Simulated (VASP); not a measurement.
Crystal: B.

```
B
1.0
     2.29112    0.00000    0.00000
     0.00000    2.29112    0.00000
     0.00000    0.00000    2.81896
B
3
Direct
  0.00000 0.50000 0.50000
  0.50000 0.00000 0.50000
  0.50000 0.50000 0.00000
```

The cell was generated, and may not be a known phase.

```yaml
Program: VASP 6.6.1
Task: relaxation of cell and atoms
Functional: PBE
Potentials_or_basis: VASP PAW PBE potentials, release 64 (B)
Cutoff: 600 eV
k_mesh: 8 × 8 × 6
Occupations: gaussian, width 0.1 eV
Spin: no spin polarisation
```

At the start: pressure 123.6 GPa; volume 4.93 Å³/atom.

Where does the relaxation end?

Over 8 steps the energy falls by 857.9 meV/atom and the volume is 6.53 Å³/atom (+32.4 %); space group P4/mmm (No. 123, to 0.1 Å) before, Pm-3m (No. 221, to 0.1 Å).

The path:
| step | energy change (eV) | largest force (eV/Å) | pressure (GPa) | volume (Å³) |
| --- | --- | --- | --- | --- |
| 1 | 0.0000 | 0.0000 | 123.62 | 14.80 |
| 2 | -1.9669 | 0.0000 | -35.87 | 24.19 |
| 3 | -2.4429 | 0.0000 | -10.06 | 20.54 |
| 4 | -2.5642 | 0.0000 | -0.56 | 19.65 |
| 5 | -2.5716 | 0.0000 | -2.75 | 19.82 |
| 6 | -2.5716 | 0.0000 | -2.57 | 19.81 |
| 7 | -2.5734 | 0.0000 | 0.96 | 19.53 |
| 8 | -2.5736 | 0.0000 | 0.08 | 19.60 |

Final structure:
```yaml
crystal:
  lattice:
    - [2.69350, 0.00000, 0.00000]
    - [0.00000, 2.69350, 0.00000]
    - [0.00000, 0.00000, 2.70120]
  atoms:
    - { symbol: B, position: [0.00000, 0.50000, 0.50000] }
    - { symbol: B, position: [0.50000, 0.00000, 0.50000] }
    - { symbol: B, position: [0.50000, 0.50000, 0.00000] }
```

Caveat: the k points lie up to 0.39 Å⁻¹ apart in the final cell, too coarse for converged energies and pressures of a metal; the volume moved by over 15 % at a fixed basis, so the end points are rough; an odd number of electrons without spin polarisation forces a metal; a magnetic or distorted state may lie lower.
